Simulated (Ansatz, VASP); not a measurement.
## Two plane-wave programs on Al

File INCAR:

```
PREC     = Accurate       # precision mode
ENCUT    = 520            # plane-wave cutoff, eV
EDIFF    = 1E-6           # SCF threshold, eV
ISMEAR   = 0              # smearing method
SIGMA    = 0.1            # smearing width, eV
LREAL    = F              # projectors in reciprocal space
LASPH    = T              # aspherical terms in the spheres
NELM     = 100            # most SCF steps
ALGO     = Fast           # electronic algorithm
ISIF     = 2              # what is computed and relaxed
LWAVE    = F              # write WAVECAR
LCHARG   = F              # write CHGCAR
GGA      = PE             # functional
NBANDS   = 8              # bands
```

File KPOINTS:

```
Automatic mesh
0
Gamma
  18 18 18
```

The input POSCAR:

```
Al
1.0
   -1.5844905439      1.5844905439      1.5844905439
    1.5844905439     -1.5844905439      1.5844905439
    1.5844905439      1.5844905439     -1.5844905439
Al
1
Direct
    0.0000000000      0.0000000000      0.0000000000
```

Input for Ansatz:

```yaml
crystal:
  lattice:
    - [-1.5844905439, 1.5844905439, 1.5844905439]
    - [1.5844905439, -1.5844905439, 1.5844905439]
    - [1.5844905439, 1.5844905439, -1.5844905439]
  atoms:
    - { symbol: Al, position: [0.0, 0.0, 0.0] }
basis:
  ecutwfc: 420
kpoints:
  mp_grid: { grid: [18, 18, 18] }
hamiltonian:
  xc: pbe
scf:
  occupations: { method: gaussian, width: 0.1 }
output:
  forces: true
  stress: true
  eigenvalues: true
  write_density: true
  write_potential: true
  elf: true
  volumetric_format: npy
```

Alike in both runs: task single point; functional PBE; k mesh 18 × 18 × 18; occupations gaussian, width 0.1 eV; no spin polarisation.

```csv
,VASP,Ansatz
version,VASP 6.6.1,Ansatz 0.2.0
potentials or method,"VASP PAW PBE potentials, release 64 (Al), cutoff 520 eV","scalar-relativistic, plane waves, PAW"
valence electrons in the cell,3,3
```

```tsv
	VASP	Ansatz	Ansatz less VASP
gap on the k mesh at the Fermi level (eV)	none	none	-
pressure (GPa)	4.9	4.9	+0.01
```

A gap of «none» marks a metal or a gap that the smearing closes. With one functional, cell and mesh, what is left measures potentials, basis and numerics.
